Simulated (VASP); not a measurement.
Here is a VASP 6.6.1 calculation.

The input INCAR:

```
SYSTEM = TaN
PREC     = Accurate       ! precision mode
ENCUT    = 520            ! plane-wave cutoff, eV
EDIFF    = 1E-7           ! SCF threshold, eV
ISMEAR   = 0              ! smearing method
SIGMA    = 0.1            ! smearing width, eV
LREAL    = .False.        ! projectors in reciprocal space
LASPH    = .True.         ! aspherical terms in the spheres
NELM     = 100            ! most SCF steps
ALGO     = Normal         ! electronic algorithm
ISIF     = 2              ! what is computed and relaxed
LWAVE    = .False.        ! write WAVECAR
LCHARG   = .True.         ! write CHGCAR
GGA      = RE             ! functional
IVDW     = 12             ! dispersion correction
LELF     = .True.         ! ELF
LVHAR    = .True.       
NBANDS   = 15             ! bands
```

Contents of KPOINTS:

```
Automatic mesh
0
Gamma
  13 13 13
  0 0 0
```

File POSCAR:

```
TaN
1.0
    0.0000000000      2.1854589839      2.1854589839
    2.1854589839      0.0000000000      2.1854589839
    2.1854589839      2.1854589839      0.0000000000
Ta N
1 1
Direct
    0.5000000000      0.5000000000      0.5000000000
    0.0000000000      0.0000000000      0.0000000000
```

Potentials or basis: VASP PAW PBE potentials, release 64 (Ta_pv, N).

The run is started by

```sh
$ cat potpaw_PBE.64/Ta_pv/POTCAR potpaw_PBE.64/N/POTCAR > POTCAR
$ mpirun -np 1 vasp_std > vasp.out
```

Estimate the pressure.

0.9 GPa.

Predict the dispersion energy per atom.

-0.894 eV.

Caveat: the PAW data sets were made with another functional, which shifts forces and pressure a little; pairwise dispersion overbinds metals, which lowers pressure and volume.
